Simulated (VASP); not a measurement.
# BaTiO3 (Pm-3m) in VASP: further runs

Runs on BaTiO3. Level: r2SCAN+U. Tasks: single point, relaxation of cell and atoms.

Program: VASP 6.6.1. These are calculated values, not measurements. Logs are shortened: lines on timing, memory, paths and dates and some standing lists are left out, and cuts for length are marked.

## 1. The cell of the first run

It takes space group Pm-3m (No. 221, cubic). Conventional cell: a = 4.004 Å, b = 4.004 Å, c = 4.004 Å, α = 90.00°, β = 90.00°, γ = 90.00°. Within 3.7 Å of Ba (site symmetry m-3m) lie 12 O at 2.83 Å and 8 Ti at 3.47 Å. Within 2.7 Å of Ti (site symmetry m-3m) lie 6 O at 2.00 Å. O (site symmetry 4/mmm) has 2 Ti at 2.00 Å within 2.7 Å.

## 2. Single point, r2SCAN+U

The input, POSCAR:

```
BaTiO3
1.0
    4.0036106028      0.0000000000      0.0000000000
    0.0000000000      4.0036106028      0.0000000000
    0.0000000000      0.0000000000      4.0036106028
Ba Ti O
1 1 3
Direct
    0.5000000000      0.5000000000      0.5000000000
    0.0000000000      0.0000000000      0.0000000000
    0.5000000000      0.0000000000      0.0000000000
    0.0000000000      0.5000000000      0.0000000000
    0.0000000000      0.0000000000      0.5000000000
```

The input, INCAR.step1:

```
SYSTEM = BaTiO3
  PREC = Accurate
  ENCUT = 520
  ISMEAR = 0
  SIGMA = 0.02
  LREAL = .FALSE.
  LASPH = .TRUE.
  NELM = 150
  LMAXMIX = 4
  LDAU = .TRUE.
  LDAUTYPE = 2
  LDAUL = -1 2 -1
  LDAUU = 0 4 0
  LDAUJ = 0 0 0
  NBANDS = 28
  GGA = PE
  ALGO = Normal
  EDIFF = 1E-4
  LWAVE = .TRUE.
  LCHARG = .FALSE.
```

The input, INCAR.step2:

```
SYSTEM = BaTiO3
  PREC = Accurate
  ENCUT = 520
  EDIFF = 1E-6
  ISMEAR = 0
  SIGMA = 0.02
  LREAL = .FALSE.
  LASPH = .TRUE.
  NELM = 150
  ALGO = Normal
  ISIF = 2
  LWAVE = .FALSE.
  LCHARG = .TRUE.
  LMAXMIX = 4
  LDAU = .TRUE.
  LDAUTYPE = 2
  LDAUL = -1 2 -1
  LDAUU = 0 4 0
  LDAUJ = 0 0 0
  LDAUPRINT = 1
  METAGGA = R2SCAN
  LMIXTAU = .TRUE.
  LELF = .TRUE.
  LVHAR = .TRUE.
  NBANDS = 28
  ISTART = 1
```

The input, KPOINTS:

```
Automatic mesh
0
G
  6 6 6
  0 0 0
```

Potentials or basis: VASP PAW PBE potentials, release 64 (Ba_sv, Ti_sv, O).

On the command line:

```sh
> cat potpaw_PBE.64/Ba_sv/POTCAR potpaw_PBE.64/Ti_sv/POTCAR potpaw_PBE.64/O/POTCAR > POTCAR
> cp INCAR.step1 INCAR
> mpirun -np 1 vasp_std > vasp.out
> cp INCAR.step2 INCAR
> mpirun -np 1 vasp_std > vasp.out
```

OUTCAR:

```text
SYSTEM = BaTiO3
   PREC = Accurate
   ENCUT = 520
   EDIFF = 1E-6
   ISMEAR = 0
   LREAL = .FALSE.
   LASPH = .TRUE.
   NELM = 150
   ISIF = 2
   METAGGA = R2SCAN
   ISTART = 1

 ion  position               nearest neighbor table
   1  0.500  0.500  0.500-   3 2.83   4 2.83   5 2.83   3 2.83   4 2.83   3 2.83   5 2.83   3 2.83
                             4 2.83   5 2.83   4 2.83   5 2.83   2 3.47   2 3.47   2 3.47   2 3.47
   2  0.000  0.000  0.000-   3 2.00   4 2.00   5 2.00   5 2.00   4 2.00   3 2.00   1 3.47   1 3.47
                             1 3.47   1 3.47   1 3.47   1 3.47   1 3.47   1 3.47
   3  0.500  0.000  0.000-   2 2.00   2 2.00   1 2.83   1 2.83   1 2.83   1 2.83
   4  0.000  0.500  0.000-   2 2.00   2 2.00   1 2.83   1 2.83   1 2.83   1 2.83
   5  0.000  0.000  0.500-   2 2.00   2 2.00   1 2.83   1 2.83   1 2.83   1 2.83

  LATTYP: Found a simple cubic cell.
 ALAT       =     4.0036106028

  Lattice vectors:

 A1 = (   4.0036106028,   0.0000000000,   0.0000000000)
 A2 = (   0.0000000000,   4.0036106028,   0.0000000000)
 A3 = (   0.0000000000,   0.0000000000,   4.0036106028)

Analysis of symmetry for initial positions (statically):
=====================================================================
 Subroutine PRICEL returns:
 Original cell was already a primitive cell.

 Routine SETGRP: Setting up the symmetry group for a
 simple cubic supercell.

 Subroutine GETGRP returns: Found 48 space group operations
 (whereof 48 operations were pure point group operations)
 out of a pool of 48 trial point group operations.

The static configuration has the point symmetry O_h .

Analysis of symmetry for dynamics (positions and initial velocities):
=====================================================================
 Subroutine PRICEL returns:
 Original cell was already a primitive cell.

 Routine SETGRP: Setting up the symmetry group for a
 simple cubic supercell.

 Subroutine GETGRP returns: Found 48 space group operations
 (whereof 48 operations were pure point group operations)
 out of a pool of 48 trial point group operations.

The dynamic configuration has the point symmetry O_h .

 Subroutine INISYM returns: Found 48 space group operations
 (whereof 48 operations are pure point group operations),
 and found     1 'primitive' translations

----------------------------------------------------------------------------------------

                                     Primitive cell

  volume of cell :      64.1735

  direct lattice vectors                    reciprocal lattice vectors
     4.003610603  0.000000000  0.000000000     0.249774541  0.000000000  0.000000000
     0.000000000  4.003610603  0.000000000     0.000000000  0.249774541  0.000000000
     0.000000000  0.000000000  4.003610603     0.000000000  0.000000000  0.249774541

  length of vectors
     4.003610603  4.003610603  4.003610603     0.249774541  0.249774541  0.249774541

  position of ions in fractional coordinates (direct lattice)
     0.500000000  0.500000000  0.500000000
     0.000000000  0.000000000  0.000000000
     0.500000000  0.000000000  0.000000000
     0.000000000  0.500000000  0.000000000
     0.000000000  0.000000000  0.500000000

  ion indices of the primitive-cell ions
   primitive index   ion index
                 1           1
                 2           2
                 3           3
                 4           4
                 5           5

----------------------------------------------------------------------------------------

 KPOINTS: Automatic mesh

Automatic generation of k-mesh.
 Grid dimensions read from file:
[... 50 lines left out ...]
 SYSTEM =  BaTiO3
   PREC   = accura    normal or accurate (medium, high low for compatibility)
   ISTART =      1    job   : 0-new  1-cont  2-samecut
   ICHARG =      0    charge: 1-file 2-atom 10-const
   ISPIN  =      1    spin polarized calculation?
   LNONCOLLINEAR =      F non collinear calculations
   LSORBIT =      F    spin-orbit coupling
   LASPH  =      T    aspherical Exc in radial PAW
   ENCUT  =  520.0 eV  38.22 Ry    6.18 a.u.   7.44  7.44  7.44*2*pi/ulx,y,z
   NELM   =    150;   NELMIN=  2; NELMDL=  0     # of ELM steps
   EDIFF  = 0.1E-05   stopping-criterion for ELM
   LREAL  =      F    real-space projection
   EDIFFG = 0.1E-04   stopping-criterion for IOM
   NSW    =      0    number of steps for IOM
   IBRION =     -1    ionic relax: 0-MD 1-quasi-New 2-CG
   NFREE  =      0    steps in history (QN), initial steepest desc. (CG)
   ISIF   =      2    stress and relaxation
   ISYM   =      2    0-nonsym 1-usesym 2-fastsym
   POTIM  = 0.5000    time-step for ionic-motion
   TEBEG  =    0.0;   TEEND  =   0.0 temperature during run
   PSTRESS=    0.0 pullay stress
   NELECT =      40.0000    total number of electrons
   NUPDOWN=      -1.0000    fix difference up-down
   EMIN   =  10.00;   EMAX   =-10.00  energy-range for DOS
   EFERMI =   0.00;   METHOD = LEGACY
   ISMEAR =     0;   SIGMA  =   0.02  broadening in eV -4-tet -1-fermi 0-gaus
   EFERMI_NEDOS =   21; number of points for ismear=-14 and -15
   IALGO  =     38    algorithm
   IMIX   =      4    mixing-type and parameters
     AMIX     =   0.40;   BMIX     =  1.00
     AMIX_MAG =   1.60;   BMIX_MAG =  1.00
  volume/ion in A,a.u.               =      12.83        86.61
  Fermi-wavevector in a.u.,A,eV,Ry     =   1.398437  2.642663 26.607919  1.955627
  Thomas-Fermi vector in A             =   2.521595
   LORBIT       =      0    0 simple, 1 ext, 2 COOP (PROOUT), +10 PAW based schemes
 LDA+U is selected, type is set to LDAUTYPE =  2
   angular momentum for each species LDAUL =    -1    2   -1
   U (eV)           for each species LDAUU =   0.0  4.0  0.0
   J (eV)           for each species LDAUJ =   0.0  0.0  0.0
   METAGGA = R2SCAN    functional components
   LHFCALC =     F    Hartree Fock is set to
   AEXX    =    0.0000 exact exchange contribution
   IVDW    =     0    specifies the selected vdW correction
   LEPSILON=     F    determine dielectric tensor
   LRPA    =     F    only Hartree local field effects (RPA)
 non-spin polarized calculation
 Gauss-broadening in eV      SIGMA  =   0.02
  energy-cutoff  :      520.00
  volume of cell :       64.17
 maximum number of plane-waves:      1755
 NGX is ok and might be reduce to    30
   NGX = 15   NGY = 15   NGZ = 15

atom =   2  type =  2  l = 2

 onsite density matrix

spin component  1

  0.0949 -0.0000 -0.0000  0.0000  0.0000
 -0.0000  0.0949 -0.0000  0.0000  0.0000
 -0.0000 -0.0000  0.2339  0.0000  0.0000
  0.0000  0.0000  0.0000  0.0949  0.0000
  0.0000  0.0000  0.0000  0.0000  0.2339

spin component  2

  0.0949 -0.0000 -0.0000  0.0000  0.0000
 -0.0000  0.0949 -0.0000  0.0000  0.0000
 -0.0000 -0.0000  0.2339  0.0000  0.0000
  0.0000  0.0000  0.0000  0.0949  0.0000
  0.0000  0.0000  0.0000  0.0000  0.2339

 occupancies and eigenvectors

  o =  0.0949  v =  1.0000  0.0000  0.0000  0.0000  0.0000  0.0000  0.0000  0.0000  0.0000  0.0000      0.0000  0.0000  0.0000  0.0000  0.0000  0.0000  0.0000  0.0000  0.0000  0.0000
  o =  0.0949  v =  0.0000  0.0000  0.0000  0.0000  0.0000  1.0000  0.0000  0.0000  0.0000  0.0000      0.0000  0.0000  0.0000  0.0000  0.0000  0.0000  0.0000  0.0000  0.0000  0.0000
  o =  0.0949  v =  0.0000 -0.9740  0.0000 -0.2266 -0.0000  0.0000  0.0000  0.0000  0.0000  0.0000      0.0000  0.0000  0.0000  0.0000  0.0000  0.0000  0.0000  0.0000  0.0000  0.0000
  o =  0.0949  v =  0.0000 -0.2266  0.0000  0.9740  0.0000  0.0000  0.0000  0.0000  0.0000  0.0000      0.0000  0.0000  0.0000  0.0000  0.0000  0.0000  0.0000  0.0000  0.0000  0.0000
  o =  0.0949  v =  0.0000  0.0000  0.0000  0.0000  0.0000  0.0000 -0.9740  0.0000 -0.2266 -0.0000      0.0000  0.0000  0.0000  0.0000  0.0000  0.0000  0.0000  0.0000  0.0000  0.0000
  o =  0.0949  v =  0.0000  0.0000  0.0000  0.0000  0.0000  0.0000 -0.2266  0.0000  0.9740  0.0000      0.0000  0.0000  0.0000  0.0000  0.0000  0.0000  0.0000  0.0000  0.0000  0.0000
  o =  0.2339  v =  0.0000  0.0000  0.0000  0.0000  0.0000  0.0000  0.0000  0.9999 -0.0000 -0.0140      0.0000  0.0000  0.0000  0.0000  0.0000  0.0000  0.0000  0.0000  0.0000  0.0000
  o =  0.2339  v =  0.0000  0.0000  0.9999 -0.0000 -0.0140  0.0000  0.0000  0.0000  0.0000  0.0000      0.0000  0.0000  0.0000  0.0000  0.0000  0.0000  0.0000  0.0000  0.0000  0.0000
  o =  0.2339  v =  0.0000  0.0000  0.0000  0.0000  0.0000  0.0000 -0.0000  0.0140  0.0000  0.9999      0.0000  0.0000  0.0000  0.0000  0.0000  0.0000  0.0000  0.0000  0.0000  0.0000
  o =  0.2339  v =  0.0000 -0.0000  0.0140  0.0000  0.9999  0.0000  0.0000  0.0000  0.0000  0.0000      0.0000  0.0000  0.0000  0.0000  0.0000  0.0000  0.0000  0.0000  0.0000  0.0000

 number of electron      39.9999976 magnetization

 Free energy of the ion-electron system (eV)
  ---------------------------------------------------
  ext. energy  EPLUGINS =         0.00000000
  ---------------------------------------------------
  free energy    TOTEN  =       -71.66109677 eV

  energy without entropy =      -71.66109677  energy(sigma->0) =      -71.66109677

 E-fermi :   3.8690     XC(G=0): -11.9204

 val. band max:        3.6608210650   @ k =   0.5000   0.5000   0.5000
 cond. band min:       6.3246549756   @ k =   0.0000   0.0000   0.0000
 fundamental gap:      2.6638339105
 Fermi energy:         3.8690192063

 k-point     1 :       0.0000    0.0000    0.0000
  band No.  band energies     occupation
      1     -56.2942      2.00000
      2     -31.3993      2.00000
      3     -31.3993      2.00000
      4     -31.3993      2.00000
      5     -21.8178      2.00000
      6     -14.2539      2.00000
[... 609 lines left out ...]
     27      11.7429      0.00000
     28      11.7430      0.00000

------------------------ aborting loop because EDIFF is reached ----------------------------------------

  FORCE on cell =-STRESS in cart. coord.  units (eV):
  Direction    XX          YY          ZZ          XY          YZ          ZX
  --------------------------------------------------------------------------------------
  -------------------------------------------------------------------------------------
  Total        1.5506880      1.5506880      1.5506880     -0.0000000      0.0000000      0.0000000
  in kB       38.7150235     38.7150235     38.7150235     -0.0000000      0.0000000      0.0000000
  external PRESSURE =      38.7150235 kB  Pullay stress =       0.0000000 kB

 VOLUME and BASIS-vectors are now :
 -----------------------------------------------------------------------------
  energy-cutoff  :      520.00
  volume of cell :       64.17
      direct lattice vectors                 reciprocal lattice vectors
     4.003610603  0.000000000  0.000000000     0.249774541  0.000000000  0.000000000
     0.000000000  4.003610603  0.000000000     0.000000000  0.249774541  0.000000000
     0.000000000  0.000000000  4.003610603     0.000000000  0.000000000  0.249774541

 POSITION                                       TOTAL-FORCE (eV/Angst)
 -----------------------------------------------------------------------------------
      2.00181      2.00181      2.00181         0.000000      0.000000      0.000000
      0.00000      0.00000      0.00000         0.000000      0.000000      0.000000
      2.00181      0.00000      0.00000         0.000000      0.000000      0.000000
      0.00000      2.00181      0.00000         0.000000      0.000000      0.000000
      0.00000      0.00000      2.00181         0.000000      0.000000      0.000000
 -----------------------------------------------------------------------------------
    total drift:                                0.000000     -0.000000      0.000000

  FREE ENERGIE OF THE ION-ELECTRON SYSTEM (eV)
  ---------------------------------------------------
  free  energy   TOTEN  =       -71.6610967714 eV

  energy  without entropy=      -71.6610967714  energy(sigma->0) =      -71.66109677
```

Wall time 1.9 min (1 thread of Intel Xeon Platinum 8488C (Sapphire Rapids), shared host); peak memory 0.19 GiB.

What came out:

```
Free energy            : -71.6611 eV
Pressure               : 3.9 GPa
Band gap on the k mesh : 2.66 eV, indirect (least direct gap 2.86 eV)
```

Eigenvalues of the final occupation matrices:
```csv
site,spin,trace,eigenvalues
site 2 d,1,0.75,0.09 0.09 0.09 0.23 0.23
site 2 d,2,0.75,0.09 0.09 0.09 0.23 0.23
```

Caveat: the PAW data sets were made with another functional, which shifts forces and pressure a little; spin-orbit coupling is left out, which moves the levels of the heavy elements.

## 3. Relaxation of cell and atoms, r2SCAN+U

This run uses another cell than the first one, of 12.87 Å³/atom, 1.003 times its volume.

POSCAR, as its differences from that of step 2:

```diff
@@ -2,5 +2,5 @@
 1.0
-    4.0036106028      0.0000000000      0.0000000000
-    0.0000000000      4.0036106028      0.0000000000
-    0.0000000000      0.0000000000      4.0036106028
+    4.0073000000      0.0000000000      0.0000000000
+    0.0000000000      4.0073000000      0.0000000000
+    0.0000000000      0.0000000000      4.0073000000
 Ba Ti O
```

The input, INCAR.step1:

```
SYSTEM = BaTiO3
ALGO = Normal ; EDIFF = 1E-4
ENCUT = 600 ; GGA = PE
ISMEAR = 0 ; LASPH = .TRUE.
LCHARG = .FALSE. ; LDAU = .TRUE.
LDAUJ = 0 0 0 ; LDAUL = -1 2 -1
LDAUTYPE = 2 ; LDAUU = 0 4 0
LMAXMIX = 4 ; LREAL = .FALSE.
LWAVE = .TRUE. ; NELM = 150
PREC = Accurate ; SIGMA = 0.02
```

The input, INCAR.step2:

```
SYSTEM = BaTiO3
ALGO = Normal ; EDIFF = 1E-7
EDIFFG = -0.005 ; ENCUT = 600
IBRION = 2 ; ISIF = 3
ISMEAR = 0 ; ISTART = 1
LASPH = .TRUE. ; LCHARG = .FALSE.
LDAU = .TRUE. ; LDAUJ = 0 0 0
LDAUL = -1 2 -1 ; LDAUPRINT = 1
LDAUTYPE = 2 ; LDAUU = 0 4 0
LMAXMIX = 4 ; LMIXTAU = .TRUE.
LREAL = .FALSE. ; LWAVE = .FALSE.
METAGGA = R2SCAN ; NELM = 150
NSW = 100 ; PREC = Accurate
SIGMA = 0.02
```

The input, KPOINTS:

```
k-points
0
G
  6 6 6
  0 0 0
```

Potentials or basis: VASP PAW PBE potentials, release 64 (Ba_sv, Ti_sv, O).

On the command line:

```sh
> cat potpaw_PBE.64/Ba_sv/POTCAR potpaw_PBE.64/Ti_sv/POTCAR potpaw_PBE.64/O/POTCAR > POTCAR
> cp INCAR.step1 INCAR
> mpirun -np 1 vasp_std > vasp.out
> cp INCAR.step2 INCAR
> mpirun -np 1 vasp_std > vasp.out
```

It took 2.5 min on 1 thread of Intel Xeon 6975P-C (Granite Rapids), shared host; peak memory 0.21 GiB.

It converged, with:

```yaml
Free_energy: -71.6848 eV
Relaxed_volume: 13.10 Å³/atom
Relaxed_cell: a = 4.031 Å, b = 4.031 Å, c = 4.031 Å, α = 90.00°, β = 90.00°, γ = 90.00°
Space_group_after_relaxing_to_0.05_Å: Pm-3m (No. 221)
Energy_gained_by_relaxing: 2.2 meV/atom
Ionic_steps: 3
Pressure_after_relaxing: 0.0 GPa
Band_gap_on_the_k_mesh: 2.61 eV, indirect (least direct gap 2.82 eV)
```

The path:
```csv
step,energy change (eV),largest force (eV/Å),pressure (GPa),volume (Å³)
1,0.0000,0.0000,3.22,64.35
2,0.0025,0.0000,-3.30,66.79
3,-0.0112,0.0000,0.00,65.49
```

Final structure:
```
Ba Ti O
1.0
     4.03082    0.00000    0.00000
     0.00000    4.03082    0.00000
     0.00000    0.00000    4.03082
Ba Ti O
1 1 3
Direct
  0.50000 0.50000 0.50000
  0.00000 0.00000 0.00000
  0.50000 0.00000 0.00000
  0.00000 0.50000 0.00000
  0.00000 0.00000 0.50000
```

Levels at points of the mesh, in eV from the valence-band top:
| k point | band 17 | band 18 | band 19 | band 20 | band 21 | band 22 | band 23 | band 24 |
| --- | --- | --- | --- | --- | --- | --- | --- | --- |
| (0.00, 0.00, 0.00) | -1.10 | -0.22 | -0.22 | -0.22 | 2.61 | 2.61 | 2.61 | 4.09 |
| (0.50, 0.00, 0.00) | -1.71 | -1.71 | -0.81 | -0.81 | 2.78 | 4.10 | 4.23 | 4.23 |
| (0.50, 0.50, 0.00) | -1.95 | -0.92 | -0.92 | -0.09 | 4.24 | 4.24 | 4.69 | 4.92 |
| (0.50, 0.50, 0.50) | -2.34 | 0.00 | 0.00 | 0.00 | 4.90 | 4.90 | 4.90 | 7.25 |

Eigenvalues of the final occupation matrices:
| site | spin | trace | eigenvalues |
| --- | --- | --- | --- |
| site 2 d | 1 | 0.74 | 0.09 0.09 0.09 0.23 0.23 |
| site 2 d | 2 | 0.74 | 0.09 0.09 0.09 0.23 0.23 |

Caveat: the PAW data sets were made with another functional, which shifts forces and pressure a little; spin-orbit coupling is left out, which moves the levels of the heavy elements. Zero-point motion and thermal expansion aren't in these numbers.
